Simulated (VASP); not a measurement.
Write the native input for VASP 6.6.1 that does the following.

| Item | Value |
| --- | --- |
| Task | relaxation of cell and atoms |
| Functional | HF |
| Potentials or basis | VASP PAW PBE potentials, release 64 (In_d, P) |
| Cutoff | 600 eV |
| k mesh | 4 × 4 × 4 |
| Occupations | fermi-dirac, width 0.05 eV |
| Spin | no spin polarisation |
| Dipole correction | no |
| Grid for exact exchange (PRECFOCK) | Normal |
| Further INCAR settings | ALGO = Normal; EDIFF = 1e-06; IBRION = 2; EDIFFG = -0.01; NSW = 60; ISIF = 3 |
| Share of exact exchange | 1 |

InP:

```
In P
1.0
     0.00000    2.93050    2.93050
     2.93050    0.00000    2.93050
     2.93050    2.93050    0.00000
In P
1 1
Direct
  0.00000 0.00000 0.00000
  0.75000 0.75000 0.75000
```

These files were run (other wordings do the same):

POSCAR

```
InP
1.0
    0.0000000000      2.9305000000      2.9305000000
    2.9305000000      0.0000000000      2.9305000000
    2.9305000000      2.9305000000      0.0000000000
In P
1 1
Direct
    0.0000000000      0.0000000000      0.0000000000
    0.7500000000      0.7500000000      0.7500000000
```

INCAR.step1

```
PREC = Accurate
ENCUT = 600
EDIFF = 1E-5
ISMEAR = -1
SIGMA = 0.05
LREAL = F
LASPH = T
NELM = 100
ALGO = Normal
LWAVE = T
LCHARG = F
GGA = PE
NBANDS = 16
```

INCAR.step2

```
PREC = Accurate
ENCUT = 600
EDIFF = 1E-6
ISMEAR = -1
SIGMA = 0.05
LREAL = F
LASPH = T
NELM = 100
ALGO = Normal
ISIF = 3
LWAVE = F
LCHARG = F
GGA = PE
LHFCALC = T
AEXX = 1.0
ALDAC = 0.0
AGGAC = 0.0
PRECFOCK = Normal
IBRION = 2
NSW = 60
EDIFFG = -0.01
ISTART = 1
```

KPOINTS

```
Automatic mesh
0
Gamma
  4 4 4
```

Potentials or basis: VASP PAW PBE potentials, release 64 (In_d, P).

Command:

```console
$ cat potpaw_PBE.64/In_d/POTCAR potpaw_PBE.64/P/POTCAR > POTCAR
$ cp INCAR.step1 INCAR
$ mpirun -np 1 vasp_std > vasp.out
$ cp INCAR.step2 INCAR
$ mpirun -np 1 vasp_std > vasp.out
```

It gave:

```
Relaxed volume                        : 26.58 Å³/atom
Relaxed cell                          : a = 4.221 Å, b = 4.221 Å, c = 4.221 Å, α = 60.00°, β = 60.00°, γ = 60.00°
Space group after relaxing (to 0.1 Å) : F-43m (No. 216)
Energy gained by relaxing             : 19.3 meV/atom
Ionic steps                           : 3
Pressure after relaxing               : 0.0 GPa
Band gap on the k mesh                : 7.04 eV
```

Caveat: the k points lie up to 0.46 Å⁻¹ apart in the final cell; the PAW data sets were made with another functional, which shifts forces and pressure a little; spin-orbit coupling is left out, which moves the levels of the heavy elements.

Run time: 47 min on 1 thread of Intel(R) Xeon(R) Platinum 8124M CPU @ 3.00GHz (Skylake/Cascade Lake) (shared host), peak memory 0.23 GiB.
